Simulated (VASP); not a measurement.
# Ca (Fm-3m) in VASP: a series of runs, part 2 of 2

VASP 6.6.1.

**3. Single point, PBE**

This run uses another cell than the first one, of 42.05 Å³/atom.

The input, INCAR:

```
ALGO = Fast
EDIFF = 1E-7
ENCUT = 520
GGA = PE
ISIF = 2
ISMEAR = -1
LASPH = True
LCHARG = False
LREAL = False
LWAVE = False
NBANDS = 11
NELM = 80
PREC = Accurate
SIGMA = 0.1
```

The input, KPOINTS:

```
k-points
0
Gamma
  12 12 12
```

The input, POSCAR:

```
Ca
1.0
    0.0000000000      2.7600000000      2.7600000000
    2.7600000000      0.0000000000      2.7600000000
    2.7600000000      2.7600000000      0.0000000000
Ca
1
Direct
    0.0000000000      0.0000000000      0.0000000000
```

Potentials or basis: VASP PAW PBE potentials, release 64 (Ca_sv).

Run with:

```bash
cat potpaw_PBE.64/Ca_sv/POTCAR > POTCAR
mpirun -np 1 vasp_std > vasp.out
```

OUTCAR:

```text
EDIFF = 1E-7
   ENCUT = 520
   GGA = PE
   ISIF = 2
   ISMEAR = -1
   LASPH = True
   LREAL = False
   NELM = 80
   PREC = Accurate

 ion  position               nearest neighbor table
   1  0.000  0.000  0.000-

  LATTYP: Found a face centered cubic cell.
 ALAT       =     5.5200000000

  Lattice vectors:

 A1 = (   0.0000000000,   2.7600000000,   2.7600000000)
 A2 = (   2.7600000000,   0.0000000000,   2.7600000000)
 A3 = (   2.7600000000,   2.7600000000,   0.0000000000)

Analysis of symmetry for initial positions (statically):
=====================================================================
 Subroutine PRICEL returns:
 Original cell was already a primitive cell.

 Routine SETGRP: Setting up the symmetry group for a
 face centered cubic supercell.

 Subroutine GETGRP returns: Found 48 space group operations
 (whereof 48 operations were pure point group operations)
 out of a pool of 48 trial point group operations.

The static configuration has the point symmetry O_h .

Analysis of symmetry for dynamics (positions and initial velocities):
=====================================================================
 Subroutine PRICEL returns:
 Original cell was already a primitive cell.

 Routine SETGRP: Setting up the symmetry group for a
 face centered cubic supercell.

 Subroutine GETGRP returns: Found 48 space group operations
 (whereof 48 operations were pure point group operations)
 out of a pool of 48 trial point group operations.

The dynamic configuration has the point symmetry O_h .

 Subroutine INISYM returns: Found 48 space group operations
 (whereof 48 operations are pure point group operations),
 and found     1 'primitive' translations

----------------------------------------------------------------------------------------

                                     Primitive cell

  volume of cell :      42.0492

  direct lattice vectors                    reciprocal lattice vectors
     0.000000000  2.760000000  2.760000000    -0.181159420  0.181159420  0.181159420
     2.760000000  0.000000000  2.760000000     0.181159420 -0.181159420  0.181159420
     2.760000000  2.760000000  0.000000000     0.181159420  0.181159420 -0.181159420

  length of vectors
     3.903229432  3.903229432  3.903229432     0.313777320  0.313777320  0.313777320

  position of ions in fractional coordinates (direct lattice)
     0.000000000  0.000000000  0.000000000

  ion indices of the primitive-cell ions
   primitive index   ion index
                 1           1

----------------------------------------------------------------------------------------

 KPOINTS: k-points

Automatic generation of k-mesh.
 Grid dimensions read from file:
 generate k-points for:   12   12   12

 Generating k-lattice:

  Cartesian coordinates                     Fractional coordinates (reciprocal lattice)
    -0.015096618  0.015096618  0.015096618     0.083333333  0.000000000  0.000000000
     0.015096618 -0.015096618  0.015096618     0.000000000  0.083333333  0.000000000
     0.015096618  0.015096618 -0.015096618     0.000000000  0.000000000  0.083333333

  Length of vectors
     0.026148110  0.026148110  0.026148110

  Shift w.r.t. Gamma in fractional coordinates (k-lattice)
     0.000000000  0.000000000  0.000000000

 Subroutine IBZKPT returns following result:
 ===========================================

 Found     72 irreducible k-points:

 Following reciprocal coordinates:
            Coordinates               Weight
  0.000000  0.000000  0.000000      1.000000
  0.083333  0.000000  0.000000      8.000000
  0.166667  0.000000  0.000000      8.000000
  0.250000  0.000000  0.000000      8.000000
  0.333333  0.000000  0.000000      8.000000
  0.416667  0.000000  0.000000      8.000000
[... 16 lines left out ...]
  0.500000  0.166667  0.000000     24.000000
 -0.416667  0.166667  0.000000     24.000000
 [... further k-points ...]
   k-points           NKPTS =     72   k-points in BZ     NKDIM =     72   number of bands    NBANDS=     11
   number of dos      NEDOS =    301   number of ions     NIONS =      1
   total plane-waves  NPLWV =  27000
   dimension x,y,z NGX =    30 NGY =   30 NGZ =   30
   dimension x,y,z NGXF=    60 NGYF=   60 NGZF=   60
   ions per type =               1
   NGX,Y,Z   is equivalent  to a cutoff of  12.78, 12.78, 12.78 a.u.
   NGXF,Y,Z  is equivalent  to a cutoff of  25.56, 25.56, 25.56 a.u.
 SYSTEM =  unknown system
   PREC   = accura    normal or accurate (medium, high low for compatibility)
   ISTART =      0    job   : 0-new  1-cont  2-samecut
   ICHARG =      2    charge: 1-file 2-atom 10-const
   ISPIN  =      1    spin polarized calculation?
   LNONCOLLINEAR =      F non collinear calculations
   LSORBIT =      F    spin-orbit coupling
   LASPH  =      T    aspherical Exc in radial PAW
   ENCUT  =  520.0 eV  38.22 Ry    6.18 a.u.   7.26  7.26  7.26*2*pi/ulx,y,z
   NELM   =     80;   NELMIN=  2; NELMDL= -5     # of ELM steps
   EDIFF  = 0.1E-06   stopping-criterion for ELM
   LREAL  =      F    real-space projection
   EDIFFG = 0.1E-05   stopping-criterion for IOM
   NSW    =      0    number of steps for IOM
   IBRION =     -1    ionic relax: 0-MD 1-quasi-New 2-CG
   NFREE  =      0    steps in history (QN), initial steepest desc. (CG)
   ISIF   =      2    stress and relaxation
   ISYM   =      2    0-nonsym 1-usesym 2-fastsym
   POTIM  = 0.5000    time-step for ionic-motion
   TEBEG  =    0.0;   TEEND  =   0.0 temperature during run
   PSTRESS=    0.0 pullay stress
   NELECT =      10.0000    total number of electrons
   NUPDOWN=      -1.0000    fix difference up-down
   EMIN   =  10.00;   EMAX   =-10.00  energy-range for DOS
   EFERMI =   0.00;   METHOD = LEGACY
   ISMEAR =    -1;   SIGMA  =   0.10  broadening in eV -4-tet -1-fermi 0-gaus
   EFERMI_NEDOS =   21; number of points for ismear=-14 and -15
   IALGO  =     68    algorithm
   IMIX   =      4    mixing-type and parameters
     AMIX     =   0.40;   BMIX     =  1.00
     AMIX_MAG =   1.60;   BMIX_MAG =  1.00
  volume/ion in A,a.u.               =      42.05       283.76
  Fermi-wavevector in a.u.,A,eV,Ry     =   1.014275  1.916702 13.997047  1.028754
  Thomas-Fermi vector in A             =   2.147493
   LORBIT       =      0    0 simple, 1 ext, 2 COOP (PROOUT), +10 PAW based schemes
   GGA     = PE    functional components
   LHFCALC =     F    Hartree Fock is set to
   AEXX    =    0.0000 exact exchange contribution
   IVDW    =     0    specifies the selected vdW correction
   LEPSILON=     F    determine dielectric tensor
   LRPA    =     F    only Hartree local field effects (RPA)
 non-spin polarized calculation
 RMM-DIIS sequential band-by-band and
  energy-cutoff  :      520.00
  volume of cell :       42.05
 maximum number of plane-waves:      1158
 NGX is ok and might be reduce to    30
   NGX = 15   NGY = 15   NGZ = 15

 number of electron      10.0000001 magnetization

 Free energy of the ion-electron system (eV)
  ---------------------------------------------------
  ext. energy  EPLUGINS =         0.00000000
  ---------------------------------------------------
  free energy    TOTEN  =        -1.95037307 eV

  energy without entropy =       -1.90916193  energy(sigma->0) =       -1.92976750

 E-fermi :   1.9747     XC(G=0):  -7.7459

 val. band max:        1.9602603581   @ k =  -0.3333   0.5000   0.1667
 cond. band min:       1.9748439605   @ k =  -0.4167   0.1667   0.0000
 fundamental gap:      0.0145836024
 Fermi energy:         1.9747383609

 k-point     1 :       0.0000    0.0000    0.0000
  band No.  band energies     occupation
      1     -40.0262      2.00000
      2     -20.9434      2.00000
      3     -20.9434      2.00000
      4     -20.9434      2.00000
      5      -2.0573      2.00000
      6       4.3208      0.00000
      7       4.3208      0.00000
      8       4.3208      0.00000
      9       5.3967      0.00000
     10       5.3967      0.00000
     11      11.1075      0.00000
[... 309 lines left out ...]
 k-point    24 :      -0.4167    0.1667    0.0000
  band No.  band energies     occupation
      1     -40.0110      2.00000
      2     -21.0704      2.00000
      3     -20.9879      2.00000
      4     -20.9679      2.00000
      5       1.2791      1.99810
      6       1.9748      0.99947
      7       3.7168      0.00000
      8       4.4825      0.00000
      9       5.9267      0.00000
     10       6.3235      0.00000
     11       7.1120      0.00000

 [... further k-points ...]

------------------------ aborting loop because EDIFF is reached ----------------------------------------

  FORCE on cell =-STRESS in cart. coord.  units (eV):
  Direction    XX          YY          ZZ          XY          YZ          ZX
  --------------------------------------------------------------------------------------
  -------------------------------------------------------------------------------------
  Total        0.0210478      0.0210478      0.0210478      0.0000000      0.0000000      0.0000000
  in kB        0.8019722      0.8019722      0.8019722      0.0000000      0.0000000      0.0000000
  external PRESSURE =       0.8019722 kB  Pullay stress =       0.0000000 kB

 VOLUME and BASIS-vectors are now :
 -----------------------------------------------------------------------------
  energy-cutoff  :      520.00
  volume of cell :       42.05
      direct lattice vectors                 reciprocal lattice vectors
     0.000000000  2.760000000  2.760000000    -0.181159420  0.181159420  0.181159420
     2.760000000  0.000000000  2.760000000     0.181159420 -0.181159420  0.181159420
     2.760000000  2.760000000  0.000000000     0.181159420  0.181159420 -0.181159420

 POSITION                                       TOTAL-FORCE (eV/Angst)
 -----------------------------------------------------------------------------------
      0.00000      0.00000      0.00000        -0.000000      0.000000     -0.000000
 -----------------------------------------------------------------------------------
    total drift:                               -0.000000     -0.000000      0.000000

  FREE ENERGIE OF THE ION-ELECTRON SYSTEM (eV)
  ---------------------------------------------------
  free  energy   TOTEN  =        -1.9503730698 eV

  energy  without entropy=       -1.9091619277  energy(sigma->0) =       -1.92976750
```

OSZICAR:

```text
N       E                     dE             d eps       ncg     rms          rms(c)
DAV:   1     0.667224613129E+02    0.66722E+02   -0.50393E+03  1584   0.827E+02
DAV:   2    -0.299367320888E+00   -0.67022E+02   -0.66436E+02  1734   0.209E+02
DAV:   3    -0.187971799418E+01   -0.15804E+01   -0.15560E+01  2310   0.310E+01
DAV:   4    -0.196021977287E+01   -0.80502E-01   -0.80133E-01  2106   0.556E+00
DAV:   5    -0.196128334186E+01   -0.10636E-02   -0.10632E-02  2227   0.609E-01    0.220E+00
RMM:   6    -0.195291393448E+01    0.83694E-02   -0.94190E-03  1667   0.108E+00    0.137E+00
RMM:   7    -0.195059074888E+01    0.23232E-02   -0.21198E-02  1829   0.182E+00    0.113E-01
RMM:   8    -0.195022031416E+01    0.37043E-03   -0.49611E-03  1861   0.846E-01    0.277E-02
RMM:   9    -0.195033363876E+01   -0.11332E-03   -0.13330E-03  2258   0.402E-01    0.256E-02
RMM:  10    -0.195036464337E+01   -0.31005E-04   -0.23009E-04  2410   0.145E-01    0.112E-02
RMM:  11    -0.195037162198E+01   -0.69786E-05   -0.66783E-05  2529   0.631E-02    0.140E-02
RMM:  12    -0.195037492646E+01   -0.33045E-05   -0.80143E-06  2284   0.286E-02    0.140E-02
RMM:  13    -0.195037237935E+01    0.25471E-05   -0.61783E-06  2379   0.180E-02    0.236E-03
RMM:  14    -0.195037279505E+01   -0.41570E-06   -0.13888E-06  2300   0.789E-03    0.122E-03
RMM:  15    -0.195037323954E+01   -0.44449E-06   -0.36192E-07  1927   0.368E-03    0.185E-03
RMM:  16    -0.195037302337E+01    0.21617E-06   -0.22689E-07  1647   0.302E-03    0.440E-04
RMM:  17    -0.195037306981E+01   -0.46447E-07   -0.52307E-08  1466   0.170E-03
   1 F= -.19503731E+01 E0= -.19297675E+01  d E =-.412111E-01
```

stdout:

```text
POSCAR found type information on POSCAR Ca
 POSCAR found :  1 types and       1 ions
 scaLAPACK will be used
 LDA part: xc-table for (Slater+PW92), standard interpolation
 POSCAR, INCAR and KPOINTS ok, starting setup
 FFT: planning ... GRIDC
 FFT: planning ... GRID_SOFT
 FFT: planning ... GRID
 WAVECAR not read
 entering main loop
WARNING in EDDRMM: call to ZHEGV failed, returncode =   8  4      6
WARNING in EDDRMM: call to ZHEGV failed, returncode =   6  3      5
WARNING in EDDRMM: call to ZHEGV failed, returncode =   8  4      9
```

It took 37 s on 1 thread of Intel Xeon Platinum 8488C (Sapphire Rapids), shared host; peak memory 0.18 GiB.

What came out:

```
Free energy            : -1.9504 eV
Pressure               : 0.1 GPa
Band gap on the k mesh : zero (bands 5 and 6 overlap by 0.36 eV)
```

Levels at points of the mesh, in eV from the Fermi level:
```
           k point  band 1  band 2  band 3  band 4  band 5  band 6  band 7  band 8  band 9  band 10
(0.00, 0.00, 0.00)  -42.00  -22.92  -22.92  -22.92   -4.03    2.35    2.35    2.35    3.42     3.42
(0.50, 0.00, 0.00)  -41.99  -23.06  -22.94  -22.94   -0.99   -0.16    2.23    2.23    4.11     4.11
(0.50, 0.50, 0.00)  -41.98  -23.05  -22.97  -22.97   -0.46    0.58    0.97    4.10    4.29     4.29
```

**4. Single point, HSE06**

This run uses another cell than the first one, of 38.69 Å³/atom.

The input, POSCAR:

```
Ca
1.0
    0.0000000000      2.6843451604      2.6843451604
    2.6843451604      0.0000000000      2.6843451604
    2.6843451604      2.6843451604      0.0000000000
Ca
1
Direct
    0.0000000000      0.0000000000      0.0000000000
```

The input, INCAR.step1:

```
SYSTEM = Ca
PREC = Accurate
ENCUT = 520
EDIFF = 1E-5
ISMEAR = -1
SIGMA = 0.1
LREAL = .False.
LASPH = .True.
NELM = 100
ALGO = Normal
ISIF = 2
LWAVE = .True.
GGA = PE
NBANDS = 11
```

The input, INCAR.step2:

```
SYSTEM = Ca
PREC = Accurate
ENCUT = 520
EDIFF = 1E-6
ISMEAR = -1
SIGMA = 0.1
LREAL = .False.
LASPH = .True.
NELM = 100
ALGO = Normal
ISIF = 2
LWAVE = .False.
LCHARG = .True.
GGA = PE
LHFCALC = .True.
HFSCREEN = 0.2079
PRECFOCK = Normal
LELF = .True.
LVHAR = .True.
ISTART = 1
NBANDS = 11
```

The input, KPOINTS:

```
regular mesh
0
Gamma
  6 6 6
  0 0 0
```

Potentials or basis: VASP PAW PBE potentials, release 64 (Ca_sv).

Run with:

```bash
cat potpaw_PBE.64/Ca_sv/POTCAR > POTCAR
cp INCAR.step1 INCAR
mpirun -np 1 vasp_std > vasp.out
cp INCAR.step2 INCAR
mpirun -np 1 vasp_std > vasp.out
```

OUTCAR:

```text
SYSTEM = Ca
   PREC = Accurate
   ENCUT = 520
   EDIFF = 1E-6
   ISMEAR = -1
   LREAL = .False.
   LASPH = .True.
   NELM = 100
   ISIF = 2
   GGA = PE
   LHFCALC = .True.
   HFSCREEN = 0.2079
   PRECFOCK = Normal
   ISTART = 1

 ion  position               nearest neighbor table
   1  0.000  0.000  0.000-

  LATTYP: Found a face centered cubic cell.
 ALAT       =     5.3686903208

  Lattice vectors:

 A1 = (   0.0000000000,   2.6843451604,   2.6843451604)
 A2 = (   2.6843451604,   0.0000000000,   2.6843451604)
 A3 = (   2.6843451604,   2.6843451604,   0.0000000000)

Analysis of symmetry for initial positions (statically):
=====================================================================
 Subroutine PRICEL returns:
 Original cell was already a primitive cell.

 Routine SETGRP: Setting up the symmetry group for a
 face centered cubic supercell.

 Subroutine GETGRP returns: Found 48 space group operations
 (whereof 48 operations were pure point group operations)
 out of a pool of 48 trial point group operations.

The static configuration has the point symmetry O_h .
[... 162 lines left out ...]
 Fermi energy:         2.4869782449

 k-point     1 :       0.0000    0.0000    0.0000
  band No.  band energies     occupation
      1     -43.0916      2.00000
      2     -22.4997      2.00000
      3     -22.4997      2.00000
      4     -22.4997      2.00000
      5      -2.6483      2.00000
      6       5.7425      0.00000
      7       5.7425      0.00000
      8       5.7425      0.00000
      9       7.0816      0.00000
     10       7.0816      0.00000
     11      12.4377      0.00000
[... 197 lines left out ...]
 k-point    16 :      -0.3333    0.5000    0.1667
  band No.  band energies     occupation
      1     -43.0638      2.00000
      2     -22.6547      2.00000
      3     -22.5983      2.00000
      4     -22.5729      2.00000
      5       2.3865      1.46418
      6       3.4676      0.00011
      7       3.5036      0.00008
      8       6.2866      0.00000
      9       8.2142      0.00000
     10       8.6122      0.00000
     11       9.0667      0.00000

------------------------ aborting loop because EDIFF is reached ----------------------------------------

  FORCE on cell =-STRESS in cart. coord.  units (eV):
  Direction    XX          YY          ZZ          XY          YZ          ZX
  --------------------------------------------------------------------------------------
  -------------------------------------------------------------------------------------
  Total        0.5943088      0.5943088      0.5943088      0.0000000      0.0000000      0.0000000
  in kB       24.6137442     24.6137442     24.6137442      0.0000000      0.0000000      0.0000000
  external PRESSURE =      24.6137442 kB  Pullay stress =       0.0000000 kB

 VOLUME and BASIS-vectors are now :
 -----------------------------------------------------------------------------
  energy-cutoff  :      520.00
  volume of cell :       38.69
      direct lattice vectors                 reciprocal lattice vectors
     0.000000000  2.684345160  2.684345160    -0.186265167  0.186265167  0.186265167
     2.684345160  0.000000000  2.684345160     0.186265167 -0.186265167  0.186265167
     2.684345160  2.684345160  0.000000000     0.186265167  0.186265167 -0.186265167

 POSITION                                       TOTAL-FORCE (eV/Angst)
 -----------------------------------------------------------------------------------
      0.00000      0.00000      0.00000         0.000000      0.000000     -0.000000
 -----------------------------------------------------------------------------------
    total drift:                               -0.000000      0.000000      0.000000

  FREE ENERGIE OF THE ION-ELECTRON SYSTEM (eV)
  ---------------------------------------------------
  free  energy   TOTEN  =        -1.7893634885 eV

  energy  without entropy=       -1.7535996890  energy(sigma->0) =       -1.77148159
```

OUTCAR.step1:

```text
SYSTEM = Ca
   PREC = Accurate
   ENCUT = 520
   EDIFF = 1E-5
   ISMEAR = -1
   LREAL = .False.
[... 430 lines left out ...]
 -----------------------------------------------------------------------------------
      0.00000      0.00000      0.00000        -0.000000      0.000000     -0.000000
 -----------------------------------------------------------------------------------
    total drift:                               -0.000000     -0.000000     -0.000000

  FREE ENERGIE OF THE ION-ELECTRON SYSTEM (eV)
  ---------------------------------------------------
  free  energy   TOTEN  =        -1.9193014724 eV

  energy  without entropy=       -1.8666818841  energy(sigma->0) =       -1.89299168
```

OSZICAR.step1:

```text
N       E                     dE             d eps       ncg     rms          rms(c)
DAV:   1     0.674323607944E+02    0.67432E+02   -0.51638E+03   352   0.845E+02
DAV:   2    -0.509125669832E+00   -0.67941E+02   -0.67436E+02   391   0.209E+02
DAV:   3    -0.188185486793E+01   -0.13727E+01   -0.13503E+01   488   0.301E+01
DAV:   4    -0.193372591570E+01   -0.51871E-01   -0.51699E-01   462   0.472E+00
DAV:   5    -0.193612876350E+01   -0.24028E-02   -0.24016E-02   460   0.773E-01    0.218E+00
DAV:   6    -0.192377642624E+01    0.12352E-01   -0.13835E-02   445   0.125E+00    0.133E+00
DAV:   7    -0.191978047823E+01    0.39959E-02   -0.17910E-02   401   0.155E+00    0.107E-01
DAV:   8    -0.191928874392E+01    0.49173E-03   -0.22154E-03   410   0.451E-01    0.254E-02
DAV:   9    -0.191930139216E+01   -0.12648E-04   -0.86485E-05   459   0.844E-02    0.952E-03
DAV:  10    -0.191930147244E+01   -0.80276E-07   -0.56657E-06   291   0.194E-02
   1 F= -.19193015E+01 E0= -.18929917E+01  d E =-.526196E-01
```

Wall time 12 min (1 thread of Intel Xeon Platinum 8488C (Sapphire Rapids), shared host); peak memory 0.27 GiB.

What came out:

```yaml
Free_energy: -1.7894 eV
Pressure: 2.5 GPa
Band_gap_on_the_k_mesh: zero (bands 5 and 6 overlap by 0.32 eV)
```

Caveat: the PAW data sets were made with another functional, which shifts forces and pressure a little.

**5. Summary**

```csv
level,cell,k mesh,grid for exact exchange (PRECFOCK),share of exact exchange,screening parameter,gap on the mesh (eV),pressure (GPa)
HSE06,"a = 3.955 Å, angles 60.0°, 1 atom",6 × 6 × 6,Normal,0.25,0.2079 1/Å,none,0.0
PBE,"a = 3.903 Å, angles 60.0°, 1 atom",12 × 12 × 12,-,-,-,none,0.1
HSE06,"a = 3.796 Å, angles 60.0°, 1 atom",6 × 6 × 6,Normal,0.25,0.2079 1/Å,none,2.5
```

Alike in all rows: task single point; potentials or basis VASP PAW PBE potentials, release 64 (Ca_sv); no spin polarisation; cutoff (eV) 520; smearing fermi-dirac 0.1 eV.

Caveats: the PAW data sets were made with another functional, which shifts forces and pressure a little (at least some runs).

Absolute energies hang on the potentials; compare differences alone.

The gap in the log of VASP goes by the Fermi energy; the results here count the filled bands.